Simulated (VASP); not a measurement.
# Ta (P6_3/mmc) in VASP: a series of runs

Aim: see how the results for Ta move with the level of theory and the settings. Levels: LDA, BLYP+D3(BJ). Tasks: relaxation of cell and atoms, single point.

Everything below comes from runs of VASP 6.6.1. Logs are shortened: lines on timing, memory, paths and dates and some standing lists are left out, and cuts for length are marked.

### Step 1. The cell of the first run

Symmetry: P6_3/mmc, No. 194, hexagonal system. Conventional cell: a = 2.900 Å, b = 2.900 Å, c = 5.166 Å, α = 90.00°, β = 90.00°, γ = 120.00°. Within 3.8 Å of Ta (site symmetry -6m2) lie 12 Ta at 2.90 to 3.08 Å.

### Step 2. Relaxation of cell and atoms, LDA

INCAR reads:

```
SYSTEM = Ta
PREC     = Accurate       ! precision mode
ENCUT    = 600            ! plane-wave cutoff, eV
EDIFF    = 1E-7           ! SCF threshold, eV
ISMEAR   = -1             ! smearing method
SIGMA    = 0.15           ! smearing width, eV
LREAL    = .False.        ! projectors in reciprocal space
LASPH    = .True.         ! aspherical terms in the spheres
NELM     = 80             ! most SCF steps
ALGO     = Normal         ! electronic algorithm
ISIF     = 3              ! what is computed and relaxed
LWAVE    = .False.        ! write WAVECAR
LCHARG   = .False.        ! write CHGCAR
IBRION   = 2              ! ionic algorithm
NSW      = 80             ! ionic steps
EDIFFG   = -0.01          ! ionic threshold
```

KPOINTS reads:

```
regular mesh
0
Gamma
  11 11 6
  0 0 0
```

POSCAR reads:

```
Ta
1.0
    2.9003720000      0.0000000000      0.0000000000
   -1.4501860000      2.5117960000      0.0000000000
    0.0000000000      0.0000000000      5.1662740000
Ta
2
Direct
    0.6666666667      0.3333333333      0.7500000000
    0.3333333333      0.6666666667      0.2500000000
```

Potentials or basis: VASP PAW LDA potentials, release 64 (Ta_pv).

The run is started by

```bash
cat potpaw_LDA.64/Ta_pv/POTCAR > POTCAR
mpirun -np 1 vasp_std > vasp.out
```

OUTCAR:

```text
SYSTEM = Ta
   PREC = Accurate
   ENCUT = 600
   EDIFF = 1E-7
   ISMEAR = -1
   LREAL = .False.
   LASPH = .True.
   NELM = 80
   ISIF = 3
   IBRION = 2
   NSW = 80
   EDIFFG = -0.01

 ion  position               nearest neighbor table
   1  0.667  0.333  0.750-   2 3.08   2 3.08   2 3.08   2 3.08   2 3.08   2 3.08
   2  0.333  0.667  0.250-   1 3.08   1 3.08   1 3.08   1 3.08   1 3.08   1 3.08

  LATTYP: Found a hexagonal cell.
 ALAT       =     2.9003720000
 C/A-ratio  =     1.7812453023

  Lattice vectors:

 A1 = (   2.9003720000,   0.0000000000,   0.0000000000)
 A2 = (  -1.4501860000,   2.5117960000,   0.0000000000)
 A3 = (   0.0000000000,   0.0000000000,   5.1662740000)

Analysis of symmetry for initial positions (statically):
=====================================================================
 Subroutine PRICEL returns:
 Original cell was already a primitive cell.

 Routine SETGRP: Setting up the symmetry group for a
 hexagonal supercell.

 Subroutine GETGRP returns: Found 24 space group operations
 (whereof 12 operations were pure point group operations)
 out of a pool of 24 trial point group operations.

The static configuration has the point symmetry D_3d.
 The point group associated with its full space group is D_6h.

Analysis of symmetry for dynamics (positions and initial velocities):
=====================================================================
 Subroutine PRICEL returns:
 Original cell was already a primitive cell.

 Routine SETGRP: Setting up the symmetry group for a
 hexagonal supercell.

 Subroutine GETGRP returns: Found 24 space group operations
 (whereof 12 operations were pure point group operations)
 out of a pool of 24 trial point group operations.

The dynamic configuration has the point symmetry D_3d.
 The point group associated with its full space group is D_6h.

 Subroutine INISYM returns: Found 24 space group operations
 (whereof 12 operations are pure point group operations),
 and found     1 'primitive' translations

----------------------------------------------------------------------------------------

                                     Primitive cell

  volume of cell :      37.6370

  direct lattice vectors                    reciprocal lattice vectors
     2.900372000  0.000000000  0.000000000     0.344783359  0.199060752  0.000000000
    -1.450186000  2.511796000  0.000000000     0.000000000  0.398121503  0.000000000
     0.000000000  0.000000000  5.166274000     0.000000000  0.000000000  0.193563098

  length of vectors
     2.900372000  2.900372145  5.166274000     0.398121523  0.398121503  0.193563098

  position of ions in fractional coordinates (direct lattice)
     0.666666667  0.333333333  0.750000000
     0.333333333  0.666666667  0.250000000

  ion indices of the primitive-cell ions
   primitive index   ion index
                 1           1
                 2           2

----------------------------------------------------------------------------------------

 KPOINTS: regular mesh

Automatic generation of k-mesh.
 Grid dimensions read from file:
 generate k-points for:   11   11    6

 Generating k-lattice:

  Cartesian coordinates                     Fractional coordinates (reciprocal lattice)
     0.031343942  0.018096432  0.000000000     0.090909091  0.000000000  0.000000000
     0.000000000  0.036192864  0.000000000     0.000000000  0.090909091  0.000000000
     0.000000000  0.000000000  0.032260516     0.000000000  0.000000000  0.166666667

  Length of vectors
     0.036192866  0.036192864  0.032260516

  Shift w.r.t. Gamma in fractional coordinates (k-lattice)
     0.000000000  0.000000000  0.000000000

 Subroutine IBZKPT returns following result:
 ===========================================

 Found     64 irreducible k-points:

 Following reciprocal coordinates:
            Coordinates               Weight
  0.000000  0.000000  0.000000      1.000000
  0.090909  0.000000  0.000000      6.000000
  0.181818  0.000000  0.000000      6.000000
  0.272727 -0.000000  0.000000      6.000000
  0.363636  0.000000  0.000000      6.000000
  0.454545  0.000000  0.000000      6.000000
[... 16 lines left out ...]
  0.090909  0.090909  0.166667     12.000000
  0.181818  0.090909  0.166667     24.000000
 [... further k-points ...]
   k-points           NKPTS =     64   k-points in BZ     NKDIM =     64   number of bands    NBANDS=     15
   number of dos      NEDOS =    301   number of ions     NIONS =      2
   total plane-waves  NPLWV =  24192
   dimension x,y,z NGX =    24 NGY =   24 NGZ =   42
   dimension x,y,z NGXF=    48 NGYF=   48 NGZF=   84
   ions per type =               2
   NGX,Y,Z   is equivalent  to a cutoff of  13.76, 13.76, 13.52 a.u.
   NGXF,Y,Z  is equivalent  to a cutoff of  27.51, 27.51, 27.03 a.u.
 SYSTEM =  Ta
   PREC   = accura    normal or accurate (medium, high low for compatibility)
   ISTART =      0    job   : 0-new  1-cont  2-samecut
   ICHARG =      2    charge: 1-file 2-atom 10-const
   ISPIN  =      1    spin polarized calculation?
   LNONCOLLINEAR =      F non collinear calculations
   LSORBIT =      F    spin-orbit coupling
   LASPH  =      T    aspherical Exc in radial PAW
   ENCUT  =  600.0 eV  44.10 Ry    6.64 a.u.   5.79  5.79 10.32*2*pi/ulx,y,z
   NELM   =     80;   NELMIN=  2; NELMDL= -5     # of ELM steps
   EDIFF  = 0.1E-06   stopping-criterion for ELM
   LREAL  =      F    real-space projection
   EDIFFG = -.1E-01   stopping-criterion for IOM
   NSW    =     80    number of steps for IOM
   IBRION =      2    ionic relax: 0-MD 1-quasi-New 2-CG
   NFREE  =      1    steps in history (QN), initial steepest desc. (CG)
   ISIF   =      3    stress and relaxation
   ISYM   =      2    0-nonsym 1-usesym 2-fastsym
   POTIM  = 0.5000    time-step for ionic-motion
   TEBEG  =    0.0;   TEEND  =   0.0 temperature during run
   PSTRESS=    0.0 pullay stress
   NELECT =      22.0000    total number of electrons
   NUPDOWN=      -1.0000    fix difference up-down
   EMIN   =  10.00;   EMAX   =-10.00  energy-range for DOS
   EFERMI =   0.00;   METHOD = LEGACY
   ISMEAR =    -1;   SIGMA  =   0.15  broadening in eV -4-tet -1-fermi 0-gaus
   EFERMI_NEDOS =   21; number of points for ismear=-14 and -15
   IALGO  =     38    algorithm
   IMIX   =      4    mixing-type and parameters
     AMIX     =   0.40;   BMIX     =  1.00
     AMIX_MAG =   1.60;   BMIX_MAG =  1.00
  volume/ion in A,a.u.               =      18.82       126.99
  Fermi-wavevector in a.u.,A,eV,Ry     =   1.368812  2.586680 25.492516  1.873647
  Thomas-Fermi vector in A             =   2.494743
   LORBIT       =      0    0 simple, 1 ext, 2 COOP (PROOUT), +10 PAW based schemes
   GGA     = CA    functional components
   LHFCALC =     F    Hartree Fock is set to
   AEXX    =    0.0000 exact exchange contribution
   IVDW    =     0    specifies the selected vdW correction
   LEPSILON=     F    determine dielectric tensor
   LRPA    =     F    only Hartree local field effects (RPA)
 conjugate gradient relaxation of ions
 non-spin polarized calculation
  energy-cutoff  :      600.00
  volume of cell :       37.64
 maximum number of plane-waves:      1275
 NGX is ok and might be reduce to    24
   NGX = 11   NGY = 11   NGZ = 21

--------------------------------------- Ionic step        1  -------------------------------------------

 number of electron      22.0000002 magnetization

 Free energy of the ion-electron system (eV)
  ---------------------------------------------------
  ext. energy  EPLUGINS =         0.00000000
  ---------------------------------------------------
  free energy    TOTEN  =       -25.06596997 eV

  energy without entropy =      -24.87642225  energy(sigma->0) =      -24.97119611

------------------------ aborting loop because EDIFF is reached ----------------------------------------

  FORCE on cell =-STRESS in cart. coord.  units (eV):
  Direction    XX          YY          ZZ          XY          YZ          ZX
  --------------------------------------------------------------------------------------
  -------------------------------------------------------------------------------------
  Total       -2.6098801     -2.6098804     -2.2812100      0.0000000      0.0000000      0.0000000
  in kB     -111.1004026   -111.1004174    -97.1091912      0.0000000      0.0000000      0.0000000
  external PRESSURE =    -106.4366704 kB  Pullay stress =       0.0000000 kB
[... 201 lines left out ...]
  energy  without entropy=      -24.9612761893  energy(sigma->0) =      -25.04962608

--------------------------------------- Ionic step        7  -------------------------------------------

 number of electron      22.0000000 magnetization

 Free energy of the ion-electron system (eV)
  ---------------------------------------------------
  ext. energy  EPLUGINS =         0.00000000
  ---------------------------------------------------
  free energy    TOTEN  =       -25.13803227 eV

  energy without entropy =      -24.96166890  energy(sigma->0) =      -25.04985059

 E-fermi :   5.9176     XC(G=0): -12.8473

 val. band max:        5.9107735392   @ k =   0.1818   0.1818   0.0000
 cond. band min:       5.9544059290   @ k =   0.3636   0.1818   0.0000
 fundamental gap:      0.0436323898
 Fermi energy:         5.9175634897

 k-point     1 :       0.0000    0.0000    0.0000
  band No.  band energies     occupation
      1     -28.4549      2.00000
      2     -27.4574      2.00000
      3     -27.3206      2.00000
      4     -27.3206      2.00000
      5     -27.2220      2.00000
      6     -27.2220      2.00000
      7      -2.3775      2.00000
      8       0.8635      2.00000
      9       5.2286      1.97996
     10       6.1109      0.43218
     11       6.4825      0.04523
     12       6.4825      0.04523
     13       7.0813      0.00085
     14       7.0813      0.00085
     15       9.0149      0.00000
[... 397 lines left out ...]
 k-point    24 :       0.1818    0.0909    0.1667
  band No.  band energies     occupation
      1     -28.2231      2.00000
      2     -27.8815      2.00000
      3     -27.8414      2.00000
      4     -27.5307      2.00000
      5     -27.4696      2.00000
      6     -27.3787      2.00000
      7      -0.1081      2.00000
      8       2.7178      2.00000
      9       3.8047      2.00000
     10       4.6798      1.99948
     11       5.4857      1.89358
     12       6.1972      0.26839
     13       7.7338      0.00001
     14       7.7927      0.00001
     15       9.0250      0.00000

 [... further k-points ...]
[... 5 lines left out ...]
  --------------------------------------------------------------------------------------
  -------------------------------------------------------------------------------------
  Total        0.0020607      0.0020607     -0.0080542     -0.0000000     -0.0000000     -0.0000000
  in kB        0.0928136      0.0928136     -0.3627531     -0.0000000     -0.0000000     -0.0000000
  external PRESSURE =      -0.0590420 kB  Pullay stress =       0.0000000 kB
[... 17 lines left out ...]
  FREE ENERGIE OF THE ION-ELECTRON SYSTEM (eV)
  ---------------------------------------------------
  free  energy   TOTEN  =       -25.1380322709 eV

  energy  without entropy=      -24.9616689008  energy(sigma->0) =      -25.04985059

 reached required accuracy - stopping structural energy minimisation
```

Run time: 2 min. Hardware: 1 thread of Intel Xeon Platinum 8488C (Sapphire Rapids), shared host; peak memory 0.18 GiB.

Results:

```
Free energy                            : -25.1380 eV
Relaxed volume                         : 17.79 Å³/atom
Relaxed cell                           : a = 2.844 Å, b = 2.844 Å, c = 5.078 Å, α = 90.00°, β = 90.00°, γ = 120.00°
Space group after relaxing (to 0.05 Å) : P6_3/mmc (No. 194)
Energy gained by relaxing              : 36.0 meV/atom
Ionic steps                            : 7
Pressure after relaxing                : 0.0 GPa
Band gap on the k mesh                 : zero (band 11 reaches 7.63 eV, above the bottom of band 12 at 5.11 eV)
```

Step by step:
```csv
step,energy change (eV),largest force (eV/Å),pressure (GPa),volume (Å³)
1,0.0000,0.0000,-10.64,37.64
2,0.3567,0.0000,34.88,31.23
3,-0.0719,0.0000,-0.59,35.67
4,-0.0721,0.0000,-0.06,35.58
5,-0.0720,0.0000,0.17,35.54
6,-0.0720,0.0000,-0.34,35.63
7,-0.0721,0.0000,-0.01,35.57
```

Final structure:
```
CELL_PARAMETERS angstrom
2.84410 0.00000 0.00000
-1.42205 2.46306 0.00000
0.00000 0.00000 5.07810
ATOMIC_POSITIONS crystal
Ta 0.66667 0.33333 0.75000
Ta 0.33333 0.66667 0.25000
```

Caveat: spin-orbit coupling is left out, which moves the levels of the heavy elements.

### Step 3. Single point, BLYP+D3(BJ)

This run uses another cell than the first one, of 17.98 Å³/atom, 0.955 times its volume.

INCAR reads:

```
SYSTEM = Ta
PREC = Accurate
ENCUT = 500
EDIFF = 1E-6
ISMEAR = -1
SIGMA = 0.15
LREAL = .FALSE.
LASPH = .TRUE.
NELM = 120
ALGO = Normal
ISIF = 2
LWAVE = .FALSE.
LCHARG = .TRUE.
GGA = B5
ALDAX = 1.0
AGGAX = 1.0
AGGAC = 1.0
ALDAC = 0.0
IVDW = 12
VDW_S6 = 1.0
VDW_S8 = 2.6996
VDW_A1 = 0.4298
VDW_A2 = 4.2359
LELF = .TRUE.
LVHAR = .TRUE.
NBANDS = 20
GGA_COMPAT = .FALSE.
```

KPOINTS reads:

```
Automatic mesh
0
G
  11 11 6
  0 0 0
```

POSCAR reads:

```
Ta
1.0
    2.8570976730      0.0000000000      0.0000000000
   -1.4285488365      2.4743191659      0.0000000000
    0.0000000000      0.0000000000      5.0870142538
Ta
2
Direct
    0.6666666667      0.3333333333      0.7500000000
    0.3333333333      0.6666666667      0.2500000000
```

Potentials or basis: VASP PAW PBE potentials, release 64 (Ta_sv_GW).

The run is started by

```bash
cat potpaw_PBE.64/Ta_sv_GW/POTCAR > POTCAR
mpirun -np 1 vasp_std > vasp.out
```

Run time: 54 s. Hardware: 1 thread of Intel Xeon Platinum 8259CL at 2.50GHz (Skylake/Cascade Lake), shared host; peak memory 0.2 GiB.

It converged, with:

| Quantity | Value |
| --- | --- |
| Free energy | -28.3183 eV |
| Pressure | -0.4 GPa |
| Band gap on the k mesh | zero (band 13 reaches 13.26 eV, above the bottom of band 14 at 10.70 eV) |
| Dispersion energy per atom | -1.642 eV |

Stress tensor (GPa, compression positive):
```
-0.52  0.00  0.00
 0.00 -0.52  0.00
 0.00  0.00 -0.31
```

Levels at points of the mesh, in eV from the Fermi level:
```
           k point  band 9  band 10  band 11  band 12  band 13  band 14  band 15  band 16  band 17  band 18
(0.00, 0.00, 0.00)   -8.15    -4.99    -0.70     0.33     0.52     0.52     1.11     1.11     2.98     2.98
(0.00, 0.00, 0.50)   -6.27    -6.27    -1.21    -1.21     0.57     0.57     0.57     0.57     4.50     4.50
```

Caveat: the PAW data sets were made with another functional, which shifts forces and pressure a little; spin-orbit coupling is left out, which moves the levels of the heavy elements; pairwise dispersion overbinds metals, which lowers pressure and volume.

(Continued in part 2 of 2.)
